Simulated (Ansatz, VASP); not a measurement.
# One calculation of I, two programs

Contents of INCAR:

```
  AGGAC = 1.0
  AGGAX = 1.0
  ALDAC = 0.0
  ALDAX = 1.0
  ALGO = Normal
  EDIFF = 1E-7
  EDIFFG = -0.005
  ENCUT = 600
  GGA = B5
  IBRION = 2
  ISIF = 3
  ISMEAR = -1
  LASPH = True
  LCHARG = False
  LREAL = False
  LWAVE = False
  NELM = 60
  NSW = 80
  PREC = Accurate
  SIGMA = 0.05
```

File KPOINTS:

```
k-points
0
Gamma
  9 9 9
```

File POSCAR:

```
I
1.0
    0.0000000000      2.3656004428      3.9098401324
    2.1922454667      0.0000000000      3.9098401324
    2.1922454667      2.3656004428      0.0000000000
I
1
Direct
    0.0000000000      0.0000000000      0.0000000000
```

Contents of input.yaml:

```yaml
crystal:
  lattice:
    - [0.0, 2.3656004428, 3.9098401324]
    - [2.1922454667, 0.0, 3.9098401324]
    - [2.1922454667, 2.3656004428, 0.0]
  atoms:
    - { symbol: I, position: [0.0, 0.0, 0.0] }
kpoints:
  mp_grid: { grid: [9, 9, 9] }
scf:
  occupations: { method: fermi_dirac, width: 0.05 }
hamiltonian:
  xc: blyp
  pseudopotentials: { kind: all_electron, lapw: { basis_error: 0.001 } }
output:
  forces: true
  stress: true
relax:
  f_tol: 0.005
  max_steps: 60
  cell: {}
```

Alike in both runs: task relaxation of cell and atoms; functional BLYP; k mesh 9 × 9 × 9; occupations fermi-dirac, width 0.05 eV; no spin polarisation.

|  | VASP | Ansatz |
| --- | --- | --- |
| version | VASP 6.6.1 | Ansatz 0.2.0 |
| potentials or method | VASP PAW PBE potentials, release 64 (I), cutoff 600 eV | all-electron LAPW, scalar-relativistic |

VASP gave:

```
gap on the k mesh at the Fermi level, each at its own relaxed structure (eV) : none
relaxed volume (Å³/atom)                                                     : 75.61
relaxed length of the cell vector where the two differ most in proportion (Å)              : 7.186
```

Problem. What did Ansatz give for the same quantities?

Solution. gap on the k mesh at the Fermi level, each at its own relaxed structure (eV): none; relaxed volume (Å³/atom): 79.44; relaxed length of the cell vector where the two differ most in proportion (Å): 7.524.

VASP's potentials were made for PBE, not for BLYP. A gap of «none» marks a metal or a gap that the smearing closes. One of these differences is far larger than is usual between the two programs; its cause wasn't traced. Ansatz ran all-electron here, and VASP with PAW potentials.

Neither program's run includes spin-orbit coupling. Noted on VASP's run: the volume moved by over 15 % at a fixed basis, so the end points are rough. Noted on Ansatz's run: the volume moved by over 15 % at a fixed basis, so the end points are rough.
